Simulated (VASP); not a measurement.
# Sn (Fd-3m) in VASP: single point with r2SCAN

Aim: the single point of Sn with r2SCAN.

All numbers are computed with VASP 6.6.1; they aren't measurements. Logs are shortened: lines on timing, memory, paths and dates and some standing lists are left out, and cuts for length are marked.

**1. The cell of the first run**

The structure is cubic, space group Fd-3m (No. 227). The conventional cell has a = 6.567 Å, b = 6.567 Å, c = 6.567 Å, α = 90.00°, β = 90.00°, γ = 90.00°. Within 3.7 Å of Sn (site symmetry -43m) lie 4 Sn at 2.84 Å.

**2. Single point, r2SCAN**

The input, POSCAR:

```
Sn
1.0
    0.0000000000      3.2832629213      3.2832629213
    3.2832629213      0.0000000000      3.2832629213
    3.2832629213      3.2832629213      0.0000000000
Sn
2
Direct
    0.0000000000      0.0000000000      0.0000000000
    0.2500000000      0.2500000000      0.2500000000
```

The input, INCAR.step1:

```
SYSTEM = Sn
PREC = Accurate
ENCUT = 520
ISMEAR = 0
SIGMA = 0.1
LREAL = .FALSE.
LASPH = .TRUE.
NELM = 60
NBANDS = 21
GGA = PE
ALGO = Normal
EDIFF = 1E-4
LWAVE = .TRUE.
LCHARG = .FALSE.
```

The input, INCAR.step2:

```
SYSTEM = Sn
PREC = Accurate
ENCUT = 520
EDIFF = 1E-7
ISMEAR = 0
SIGMA = 0.1
LREAL = .FALSE.
LASPH = .TRUE.
NELM = 60
ALGO = Normal
ISIF = 2
LWAVE = .FALSE.
LCHARG = .TRUE.
METAGGA = R2SCAN
LMIXTAU = .TRUE.
LELF = .TRUE.
LVHAR = .TRUE.
NBANDS = 21
ISTART = 1
```

The input, KPOINTS:

```
regular mesh
0
G
  12 12 12
  0 0 0
```

Potentials or basis: VASP PAW PBE potentials, release 64 (Sn_d).

On the command line:

```console
$ cat potpaw_PBE.64/Sn_d/POTCAR > POTCAR
$ cp INCAR.step1 INCAR
$ mpirun -np 1 vasp_std > vasp.out
$ cp INCAR.step2 INCAR
$ mpirun -np 1 vasp_std > vasp.out
```

OUTCAR:

```text
SYSTEM = Sn
   PREC = Accurate
   ENCUT = 520
   EDIFF = 1E-7
   ISMEAR = 0
   LREAL = .FALSE.
   LASPH = .TRUE.
   NELM = 60
   ISIF = 2
   METAGGA = R2SCAN
   ISTART = 1

 ion  position               nearest neighbor table
   1  0.000  0.000  0.000-   2 2.84   2 2.84   2 2.84   2 2.84
   2  0.250  0.250  0.250-   1 2.84   1 2.84   1 2.84   1 2.84

  LATTYP: Found a face centered cubic cell.
 ALAT       =     6.5665258426

  Lattice vectors:

 A1 = (   0.0000000000,   3.2832629213,   3.2832629213)
 A2 = (   3.2832629213,   0.0000000000,   3.2832629213)
 A3 = (   3.2832629213,   3.2832629213,   0.0000000000)

Analysis of symmetry for initial positions (statically):
=====================================================================
 Subroutine PRICEL returns:
 Original cell was already a primitive cell.

 Routine SETGRP: Setting up the symmetry group for a
 face centered cubic supercell.

 Subroutine GETGRP returns: Found 48 space group operations
 (whereof 24 operations were pure point group operations)
 out of a pool of 48 trial point group operations.

The static configuration has the point symmetry T_d .
 The point group associated with its full space group is O_h .

Analysis of symmetry for dynamics (positions and initial velocities):
=====================================================================
 Subroutine PRICEL returns:
 Original cell was already a primitive cell.

 Routine SETGRP: Setting up the symmetry group for a
 face centered cubic supercell.

 Subroutine GETGRP returns: Found 48 space group operations
 (whereof 24 operations were pure point group operations)
 out of a pool of 48 trial point group operations.

The dynamic configuration has the point symmetry T_d .
 The point group associated with its full space group is O_h .

 Subroutine INISYM returns: Found 48 space group operations
 (whereof 24 operations are pure point group operations),
 and found     1 'primitive' translations

----------------------------------------------------------------------------------------

                                     Primitive cell

  volume of cell :      70.7859

  direct lattice vectors                    reciprocal lattice vectors
     0.000000000  3.283262921  3.283262921    -0.152287530  0.152287530  0.152287530
     3.283262921  0.000000000  3.283262921     0.152287530 -0.152287530  0.152287530
     3.283262921  3.283262921  0.000000000     0.152287530  0.152287530 -0.152287530

  length of vectors
     4.643234952  4.643234952  4.643234952     0.263769739  0.263769739  0.263769739

  position of ions in fractional coordinates (direct lattice)
     0.000000000  0.000000000  0.000000000
     0.250000000  0.250000000  0.250000000

  ion indices of the primitive-cell ions
   primitive index   ion index
                 1           1
                 2           2

----------------------------------------------------------------------------------------

 KPOINTS: regular mesh

Automatic generation of k-mesh.
 Grid dimensions read from file:
 generate k-points for:   12   12   12

 Generating k-lattice:

  Cartesian coordinates                     Fractional coordinates (reciprocal lattice)
    -0.012690627  0.012690627  0.012690627     0.083333333  0.000000000  0.000000000
     0.012690627 -0.012690627  0.012690627     0.000000000  0.083333333  0.000000000
     0.012690627  0.012690627 -0.012690627     0.000000000  0.000000000  0.083333333

  Length of vectors
     0.021980812  0.021980812  0.021980812

  Shift w.r.t. Gamma in fractional coordinates (k-lattice)
     0.000000000  0.000000000  0.000000000

 Subroutine IBZKPT returns following result:
 ===========================================

 Found     72 irreducible k-points:

 Following reciprocal coordinates:
            Coordinates               Weight
  0.000000  0.000000  0.000000      1.000000
  0.083333  0.000000  0.000000      8.000000
  0.166667  0.000000  0.000000      8.000000
  0.250000  0.000000  0.000000      8.000000
  0.333333  0.000000  0.000000      8.000000
  0.416667  0.000000  0.000000      8.000000
[... 16 lines left out ...]
  0.500000  0.166667  0.000000     24.000000
 -0.416667  0.166667  0.000000     24.000000
 [... further k-points ...]
   k-points           NKPTS =     72   k-points in BZ     NKDIM =     72   number of bands    NBANDS=     21
   number of dos      NEDOS =    301   number of ions     NIONS =      2
   total plane-waves  NPLWV =  46656
   dimension x,y,z NGX =    36 NGY =   36 NGZ =   36
   dimension x,y,z NGXF=    72 NGYF=   72 NGZF=   72
   ions per type =               2
   NGX,Y,Z   is equivalent  to a cutoff of  12.89, 12.89, 12.89 a.u.
   NGXF,Y,Z  is equivalent  to a cutoff of  25.78, 25.78, 25.78 a.u.
 SYSTEM =  Sn
   PREC   = accura    normal or accurate (medium, high low for compatibility)
   ISTART =      1    job   : 0-new  1-cont  2-samecut
   ICHARG =      0    charge: 1-file 2-atom 10-const
   ISPIN  =      1    spin polarized calculation?
   LNONCOLLINEAR =      F non collinear calculations
   LSORBIT =      F    spin-orbit coupling
   LASPH  =      T    aspherical Exc in radial PAW
   ENCUT  =  520.0 eV  38.22 Ry    6.18 a.u.   8.63  8.63  8.63*2*pi/ulx,y,z
   NELM   =     60;   NELMIN=  2; NELMDL=  0     # of ELM steps
   EDIFF  = 0.1E-06   stopping-criterion for ELM
   LREAL  =      F    real-space projection
   EDIFFG = 0.1E-05   stopping-criterion for IOM
   NSW    =      0    number of steps for IOM
   IBRION =     -1    ionic relax: 0-MD 1-quasi-New 2-CG
   NFREE  =      0    steps in history (QN), initial steepest desc. (CG)
   ISIF   =      2    stress and relaxation
   ISYM   =      2    0-nonsym 1-usesym 2-fastsym
   POTIM  = 0.5000    time-step for ionic-motion
   TEBEG  =    0.0;   TEEND  =   0.0 temperature during run
   PSTRESS=    0.0 pullay stress
   NELECT =      28.0000    total number of electrons
   NUPDOWN=      -1.0000    fix difference up-down
   EMIN   =  10.00;   EMAX   =-10.00  energy-range for DOS
   EFERMI =   0.00;   METHOD = LEGACY
   ISMEAR =     0;   SIGMA  =   0.10  broadening in eV -4-tet -1-fermi 0-gaus
   EFERMI_NEDOS =   21; number of points for ismear=-14 and -15
   IALGO  =     38    algorithm
   IMIX   =      4    mixing-type and parameters
     AMIX     =   0.40;   BMIX     =  1.00
     AMIX_MAG =   1.60;   BMIX_MAG =  1.00
  volume/ion in A,a.u.               =      35.39       238.84
  Fermi-wavevector in a.u.,A,eV,Ry     =   1.201744  2.270966 19.649369  1.444188
  Thomas-Fermi vector in A             =   2.337544
   LORBIT       =      0    0 simple, 1 ext, 2 COOP (PROOUT), +10 PAW based schemes
   METAGGA = R2SCAN    functional components
   LHFCALC =     F    Hartree Fock is set to
   AEXX    =    0.0000 exact exchange contribution
   IVDW    =     0    specifies the selected vdW correction
   LEPSILON=     F    determine dielectric tensor
   LRPA    =     F    only Hartree local field effects (RPA)
 non-spin polarized calculation
 Gauss-broadening in eV      SIGMA  =   0.10
  energy-cutoff  :      520.00
  volume of cell :       70.79
 maximum number of plane-waves:      1932
   NGX = 17   NGY = 17   NGZ = 17

 number of electron      27.9999984 magnetization

 Free energy of the ion-electron system (eV)
  ---------------------------------------------------
  ext. energy  EPLUGINS =         0.00000000
  ---------------------------------------------------
  free energy    TOTEN  =       -49.49552214 eV

  energy without entropy =      -49.49512680  energy(sigma->0) =      -49.49532447

 E-fermi :   5.2078     XC(G=0):  -9.4257

 val. band max:        5.0720714962   @ k =   0.0833   0.0000   0.0000
 cond. band min:       5.2124615727   @ k =   0.0000   0.0000   0.0000
 fundamental gap:      0.1403900765
 Fermi energy:         5.2078078593

 k-point     1 :       0.0000    0.0000    0.0000
  band No.  band energies     occupation
      1     -17.1279      2.00000
      2     -17.1279      2.00000
      3     -17.1279      2.00000
      4     -17.0662      2.00000
      5     -17.0662      2.00000
      6     -16.7711      2.00000
[... 13 lines left out ...]
     20      13.3870      0.00000
     21      13.3870      0.00000

 k-point     2 :       0.0833    0.0000    0.0000
  band No.  band energies     occupation
      1     -17.1332      2.00000
      2     -17.1332      2.00000
      3     -17.1263      2.00000
      4     -17.0588      2.00000
      5     -17.0588      2.00000
      6     -16.7816      2.00000
[... 13 lines left out ...]
     20      12.8473      0.00000
     21      12.8473      0.00000

 k-point     3 :       0.1667    0.0000    0.0000
  band No.  band energies     occupation
      1     -17.1434      2.00000
      2     -17.1434      2.00000
      3     -17.1218      2.00000
      4     -17.0434      2.00000
      5     -17.0434      2.00000
      6     -16.7965      2.00000
[... 13 lines left out ...]
     20      12.3972      0.00000
     21      12.3972      0.00000

 k-point     4 :       0.2500    0.0000    0.0000
  band No.  band energies     occupation
      1     -17.1525      2.00000
      2     -17.1525      2.00000
      3     -17.1154      2.00000
      4     -17.0277      2.00000
      5     -17.0277      2.00000
      6     -16.8092      2.00000
[... 13 lines left out ...]
     20      12.3634      0.00000
     21      12.3634      0.00000

 k-point     5 :       0.3333    0.0000    0.0000
  band No.  band energies     occupation
      1     -17.1588      2.00000
      2     -17.1588      2.00000
      3     -17.1088      2.00000
      4     -17.0159      2.00000
      5     -17.0159      2.00000
      6     -16.8176      2.00000
[... 13 lines left out ...]
     20      12.8195      0.00000
     21      12.8196      0.00000
[... 382 lines left out ...]
     20      13.2279      0.00000
     21      13.8357      0.00000

 k-point    22 :       0.4167    0.1667    0.0000
  band No.  band energies     occupation
      1     -17.1792      2.00000
      2     -17.1635      2.00000
      3     -17.0916      2.00000
      4     -17.0020      2.00000
      5     -16.9752      2.00000
      6     -16.8826      2.00000
[... 13 lines left out ...]
     20      13.7562      0.00000
     21      14.4317      0.00000

 k-point    23 :       0.5000    0.1667    0.0000
  band No.  band energies     occupation
      1     -17.1852      2.00000
      2     -17.1682      2.00000
      3     -17.0768      2.00000
      4     -16.9896      2.00000
      5     -16.9791      2.00000
      6     -16.8739      2.00000
[... 13 lines left out ...]
     20      14.2286      0.00000
     21      14.4456      0.00000

 k-point    24 :      -0.4167    0.1667    0.0000
  band No.  band energies     occupation
      1     -17.1859      2.00000
      2     -17.1709      2.00000
      3     -17.0697      2.00000
      4     -16.9909      2.00000
      5     -16.9811      2.00000
      6     -16.8556      2.00000
[... 13 lines left out ...]
     20      13.3432      0.00000
     21      13.6266      0.00000

 [... further k-points ...]

------------------------ aborting loop because EDIFF is reached ----------------------------------------

  FORCE on cell =-STRESS in cart. coord.  units (eV):
  Direction    XX          YY          ZZ          XY          YZ          ZX
  --------------------------------------------------------------------------------------
  -------------------------------------------------------------------------------------
  Total       -0.0137297     -0.0137297     -0.0137297     -0.0000000      0.0000000      0.0000000
  in kB       -0.3107596     -0.3107596     -0.3107596     -0.0000000      0.0000000      0.0000000
  external PRESSURE =      -0.3107596 kB  Pullay stress =       0.0000000 kB

 VOLUME and BASIS-vectors are now :
 -----------------------------------------------------------------------------
  energy-cutoff  :      520.00
  volume of cell :       70.79
      direct lattice vectors                 reciprocal lattice vectors
     0.000000000  3.283262921  3.283262921    -0.152287530  0.152287530  0.152287530
     3.283262921  0.000000000  3.283262921     0.152287530 -0.152287530  0.152287530
     3.283262921  3.283262921  0.000000000     0.152287530  0.152287530 -0.152287530

 POSITION                                       TOTAL-FORCE (eV/Angst)
 -----------------------------------------------------------------------------------
      0.00000      0.00000      0.00000        -0.000000     -0.000000     -0.000000
      1.64163      1.64163      1.64163         0.000000      0.000000      0.000000
 -----------------------------------------------------------------------------------
    total drift:                                0.000000      0.000000      0.000000

  FREE ENERGIE OF THE ION-ELECTRON SYSTEM (eV)
  ---------------------------------------------------
  free  energy   TOTEN  =       -49.4955221399 eV

  energy  without entropy=      -49.4951268029  energy(sigma->0) =      -49.49532447
```

Run time: 5.1 min. Hardware: 1 thread of Intel Xeon Platinum 8259CL at 2.50GHz (Skylake/Cascade Lake), shared host; peak memory 0.27 GiB.

What came out:

| Property | Result |
| --- | --- |
| Free energy | -49.4955 eV |
| Pressure | 0.0 GPa |
| Band gap on the k mesh | zero (filled and empty bands touch) |

Caveat: the PAW data sets were made with another functional, which shifts forces and pressure a little; spin-orbit coupling is left out, which moves the levels of the heavy elements.
